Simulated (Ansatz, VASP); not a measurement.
**Two plane-wave programs on ReP2**

```
CELL_PARAMETERS angstrom
3.95592 0.00000 0.00000
0.00000 3.95592 0.00000
0.00000 0.00000 3.05994
ATOMIC_POSITIONS crystal
Re 0.00000 0.00000 0.00000
P 0.00000 0.50000 0.50000
P 0.50000 0.00000 0.50000
```

Alike in both runs: functional PBE; k mesh 4 × 4 × 6; occupations gaussian, width 0.1 eV; no spin polarisation.

Ansatz relaxed the structure, and its values are those at the end. VASP's run is a single point on that final structure, the one shown.

|  | VASP | Ansatz |
| --- | --- | --- |
| version | VASP 6.6.1 | Ansatz 0.2.0 |
| potentials or method | VASP PAW PBE potentials, release 64 (Re, P), cutoff 520 eV | scalar-relativistic, plane waves, PAW |
| valence electrons in the cell | 17 | 25 |

Ansatz gave:

- gap on the k mesh at the Fermi level (eV): none
- pressure (GPa): -0.3

Question: Estimate VASP's values.

Answer: gap on the k mesh at the Fermi level (eV): none; pressure (GPa): 0.4.

A gap of «none» marks a metal or a gap that the smearing closes. VASP's potentials hold 17 valence electrons a cell and Ansatz's 25, so a difference there can come from the potentials and not from the codes.

The k mesh is coarse, so the values compare programs but aren't converged. Neither program's run includes spin-orbit coupling.
